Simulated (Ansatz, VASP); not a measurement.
## Two plane-wave programs on BN

```xyz
2
Lattice="0.0000 1.8479 1.8479 1.8479 0.0000 1.8479 1.8479 1.8479 0.0000" Properties=species:S:1:pos:R:3 pbc="T T T"
B     0.0000    0.0000    0.0000
N     0.9239    0.9239    0.9239
```

Alike in both runs: task single point; functional PBE; k mesh 12 × 12 × 12; occupations gaussian, width 0.02 eV; no spin polarisation.

```csv
,VASP,Ansatz
version,VASP 6.6.1,Ansatz 0.2.0
potentials or method,"VASP PAW PBE potentials, release 64 (B, N), cutoff 600 eV","scalar-relativistic, plane waves, PAW"
valence electrons in the cell,8,8
```

VASP gave:

- gap on the k mesh at the Fermi level (eV): 4.39
- least direct gap on the mesh (eV): 8.50
- pressure (GPa): -19.6

What did Ansatz give for the same quantities?

gap on the k mesh at the Fermi level (eV): 4.39; least direct gap on the mesh (eV): 8.51; pressure (GPa): -19.5.

With one functional, cell and mesh, what is left measures potentials, basis and numerics.
